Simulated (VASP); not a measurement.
# AlRu (Pm-3m) in VASP: a series of runs, part 2 of 2

VASP 6.6.1. The steps go on from the part before.

### 3 Single point, LDA (volume scaled by 0.94)

The input, INCAR:

```
  PREC = Accurate
  ENCUT = 520
  EDIFF = 1E-7
  ISMEAR = -1
  SIGMA = 0.05
  LREAL = F
  LASPH = T
  NELM = 60
  ALGO = Normal
  ISIF = 2
  LWAVE = F
  LCHARG = F
  NBANDS = 16
```

The input, KPOINTS:

```
regular mesh
0
Gamma
  9 9 9
```

The input, POSCAR:

```
AlRu
1.0
    2.9305298028      0.0000000000      0.0000000000
    0.0000000000      2.9305298028      0.0000000000
    0.0000000000      0.0000000000      2.9305298028
Ru Al
1 1
Direct
    0.5000000000      0.5000000000      0.5000000000
    0.0000000000      0.0000000000      0.0000000000
```

Potentials or basis: VASP PAW LDA potentials, release 64 (Ru_pv, Al).

Command:

```
$ cat potpaw_LDA.64/Ru_pv/POTCAR potpaw_LDA.64/Al/POTCAR > POTCAR
$ mpirun -np 1 vasp_std > vasp.out
```

OUTCAR:

```text
PREC = Accurate
   ENCUT = 520
   EDIFF = 1E-7
   ISMEAR = -1
   LREAL = F
   LASPH = T
   NELM = 60
   ISIF = 2

 ion  position               nearest neighbor table
   1  0.500  0.500  0.500-   2 2.54   2 2.54   2 2.54   2 2.54   2 2.54   2 2.54   2 2.54   2 2.54

   2  0.000  0.000  0.000-   1 2.54   1 2.54   1 2.54   1 2.54   1 2.54   1 2.54   1 2.54   1 2.54

  LATTYP: Found a simple cubic cell.
 ALAT       =     2.9305298028

  Lattice vectors:

[... 192 lines left out ...]
      6       7.4678      2.00000
[... 433 lines left out ...]
      3     -30.1888      2.00000
      4       5.2880      2.00000
      5       7.4154      2.00000
      6       8.7163      2.00000
[... 8 lines left out ...]
     15      24.9893      0.00000
     16      25.4002      0.00000

 [... further k-points ...]
[... 5 lines left out ...]
  --------------------------------------------------------------------------------------
  -------------------------------------------------------------------------------------
  Total        1.0118617      1.0118617      1.0118617      0.0000000      0.0000000     -0.0000000
  in kB       64.4159354     64.4159354     64.4159354      0.0000000      0.0000000     -0.0000000
  external PRESSURE =      64.4159354 kB  Pullay stress =       0.0000000 kB

 VOLUME and BASIS-vectors are now :
 -----------------------------------------------------------------------------
  energy-cutoff  :      520.00
  volume of cell :       25.17
      direct lattice vectors                 reciprocal lattice vectors
     2.930529803  0.000000000  0.000000000     0.341235226  0.000000000  0.000000000
     0.000000000  2.930529803  0.000000000     0.000000000  0.341235226  0.000000000
     0.000000000  0.000000000  2.930529803     0.000000000  0.000000000  0.341235226

 POSITION                                       TOTAL-FORCE (eV/Angst)
 -----------------------------------------------------------------------------------
      1.46526      1.46526      1.46526         0.000000      0.000000      0.000000
      0.00000      0.00000      0.00000         0.000000      0.000000      0.000000
 -----------------------------------------------------------------------------------
    total drift:                                0.000000     -0.000000     -0.000000

  FREE ENERGIE OF THE ION-ELECTRON SYSTEM (eV)
  ---------------------------------------------------
  free  energy   TOTEN  =       -16.1748529413 eV

  energy  without entropy=      -16.1609860429  energy(sigma->0) =      -16.16791949
```

OSZICAR:

```text
N       E                     dE             d eps       ncg     rms          rms(c)
DAV:   1     0.117124770581E+03    0.11712E+03   -0.94202E+03  1144   0.998E+02
DAV:   2    -0.150479706047E+02   -0.13217E+03   -0.12602E+03  1312   0.298E+02
DAV:   3    -0.168898724777E+02   -0.18419E+01   -0.18366E+01  1488   0.369E+01
DAV:   4    -0.169007762626E+02   -0.10904E-01   -0.10893E-01  1328   0.305E+00
DAV:   5    -0.169008871234E+02   -0.11086E-03   -0.11084E-03  1336   0.301E-01    0.141E+01
DAV:   6    -0.162645714242E+02    0.63632E+00   -0.22014E+00  1184   0.163E+01    0.254E+00
DAV:   7    -0.161963628566E+02    0.68209E-01   -0.16254E-01  1136   0.461E+00    0.243E+00
DAV:   8    -0.161753350874E+02    0.21028E-01   -0.20796E-02  1304   0.117E+00    0.214E-01
DAV:   9    -0.161748726359E+02    0.46245E-03   -0.84190E-04  1336   0.303E-01    0.143E-01
DAV:  10    -0.161748536332E+02    0.19003E-04   -0.38499E-05  1224   0.611E-02    0.122E-02
DAV:  11    -0.161748530052E+02    0.62799E-06   -0.13629E-06  1424   0.882E-03    0.705E-03
DAV:  12    -0.161748529413E+02    0.63908E-07   -0.13271E-07   880   0.429E-03
   1 F= -.16174853E+02 E0= -.16167919E+02  d E =-.138669E-01
```

stdout:

```text
POSCAR found type information on POSCAR RuAl
 POSCAR found :  2 types and       2 ions
 scaLAPACK will be used
 LDA part: xc-table for (Slater(with rela. corr.)+CA(PZ))
 , standard interpolation
 POSCAR, INCAR and KPOINTS ok, starting setup
 FFT: planning ... GRIDC
 FFT: planning ... GRID_SOFT
 FFT: planning ... GRID
 WAVECAR not read
 entering main loop
```

It used 5.4 s of CPU time on 1 thread of Intel Xeon 6975P-C, on a shared host.

What came out:

```yaml
Free_energy: -16.1749 eV
Pressure: 6.4 GPa
```

### 4 Single point, LDA (volume scaled by 0.96)

The input, INCAR:

```
SYSTEM = AlRu
ALGO     = Normal         ! electronic algorithm
EDIFF    = 1E-7           ! SCF threshold, eV
ENCUT    = 520            ! plane-wave cutoff, eV
GGA      = CA             ! functional
ISIF     = 2              ! what is computed and relaxed
ISMEAR   = -1             ! smearing method
LASPH    = .True.         ! aspherical terms in the spheres
LCHARG   = .False.        ! write CHGCAR
LREAL    = .False.        ! projectors in reciprocal space
LWAVE    = .False.        ! write WAVECAR
NBANDS   = 16             ! bands
NELM     = 100            ! most SCF steps
PREC     = Accurate       ! precision mode
SIGMA    = 0.05           ! smearing width, eV
```

The input, KPOINTS:

```
k-points
0
Gamma
  9 9 9
  0 0 0
```

The input, POSCAR:

```
AlRu
1.0
    2.9511680166      0.0000000000      0.0000000000
    0.0000000000      2.9511680166      0.0000000000
    0.0000000000      0.0000000000      2.9511680166
Ru Al
1 1
Direct
    0.5000000000      0.5000000000      0.5000000000
    0.0000000000      0.0000000000      0.0000000000
```

Command:

```
$ cat potpaw_LDA.64/Ru_pv/POTCAR potpaw_LDA.64/Al/POTCAR > POTCAR
$ mpirun -np 1 vasp_std > vasp.out
```

It used 5.9 s of CPU time on 1 thread of Intel Xeon 6975P-C (shared host).

It converged, with:

```yaml
Free_energy: -16.1877 eV
Pressure: 1.2 GPa
```

Levels at points of the mesh, in eV from the Fermi level:
| k point | band 7 | band 8 | band 9 | band 10 | band 11 | band 12 |
| --- | --- | --- | --- | --- | --- | --- |
| (0.00, 0.00, 0.00) | 0.26 | 0.26 | 0.26 | 6.30 | 6.30 | 6.30 |

### 5 The runs side by side

```tsv
task	level	potentials or basis	cell	cutoff (eV)	gap on the mesh (eV)	pressure (GPa)
relaxation of cell and atoms	PBEsol	VASP PAW PBE potentials, release 64 (Ru_pv, Al)	relaxed to 2 GPa from a = 2.992 Å, 2 atoms	600	none	2.0
single point	LDA	VASP PAW LDA potentials, release 64 (Ru_pv, Al)	a = 2.931 Å, 2 atoms	520	none	6.4
single point	LDA	VASP PAW LDA potentials, release 64 (Ru_pv, Al)	a = 2.951 Å, 2 atoms	520	none	1.2
```

Alike in all rows: no spin polarisation; k mesh 9 × 9 × 9; smearing fermi-dirac 0.05 eV.

Caveats: the cell is relaxed towards a set pressure, so the enthalpy falls and the energy may rise (some runs); the PAW data sets were made with another functional, which shifts forces and pressure a little (some runs).

Absolute energies hang on the potentials; compare differences alone.
